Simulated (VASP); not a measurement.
**ZrCu19: single point with PBE**

The system is ZrCu19, a slab with vacuum.

```
Cu Zr
1.0
     5.13209    0.00000    0.00000
    -2.56604    4.44452    0.00000
     0.00000    0.00000   20.38070
Cu Zr
19 1
Cartesian
  0.0000 0.0000 6.0008
  3.8476 2.2214 6.0031
  0.0000 4.4462 6.0031
  1.2844 2.2214 6.0031
  1.2823 0.7403 8.0800
  0.0000 2.9630 8.0726
  3.8498 0.7403 8.0800
  2.5660 2.9639 8.0800
  2.5660 1.4815 10.1785
  1.2802 3.7021 10.1580
  0.0000 1.4848 10.1580
  -1.2802 3.7021 10.1580
  3.8719 2.2355 12.2727
  2.5660 4.4445 12.2273
  1.2602 2.2355 12.2727
  0.0000 4.4181 12.2727
  1.2783 0.7380 14.3209
  2.5660 2.9684 14.3209
  3.8537 0.7380 14.3209
  0.0000 2.9630 14.8232
```

```json
{
 "Program": "VASP 6.6.1",
 "Task": "single point",
 "Functional": "PBE",
 "Potentials or basis": "VASP PAW PBE potentials, release 64 (Cu, Zr_sv)",
 "Cutoff": "520 eV",
 "k mesh": "12 × 12 × 1",
 "Occupations": "methfessel-paxton, width 0.1 eV",
 "Spin": "no spin polarisation",
 "Dipole correction": "yes",
 "Further INCAR settings": "ALGO = Normal; EDIFF = 1e-06; NBANDS = 126; NELMDL = -8"
}
```

- Largest force: 0.138 eV/Å
- Band gap on the k mesh: zero (an odd number of electrons rules out a gap without spin polarisation)

Forces on the atoms (eV/Å):
```
Cu   0.000  0.000 -0.016
Cu   0.006  0.003 -0.026
Cu   0.000 -0.007 -0.026
Cu  -0.006  0.003 -0.026
Cu   0.005  0.003 -0.006
Cu   0.000  0.000 -0.012
Cu  -0.005  0.003 -0.006
Cu   0.000 -0.005 -0.006
Cu   0.000  0.000 -0.024
Cu   0.007  0.004  0.000
Cu   0.000 -0.008  0.000
Cu  -0.007  0.004  0.000
Cu  -0.006 -0.003  0.029
Cu   0.000  0.000  0.024
Cu   0.006 -0.003  0.029
Cu   0.000  0.007  0.029
Cu   0.000  0.000 -0.033
Cu   0.000  0.000 -0.033
Cu   0.000  0.000 -0.033
Zr   0.000  0.000  0.138
```

Levels at points of the mesh, in eV from the Fermi level:
```csv
k point,band 107,band 108,band 109,band 110,band 111,band 112,band 113,band 114,band 115,band 116
"(0.00, 0.00, 0.00)",-0.53,-0.47,0.22,0.26,0.26,0.36,0.36,0.49,0.91,0.91
"(0.50, 0.00, 0.00)",-0.92,-0.61,-0.36,-0.19,-0.01,0.07,0.41,0.61,0.69,0.89
```

It took 99 min on 1 thread of Intel Xeon 8259CL, on a shared host, peak memory 1.1 GiB.
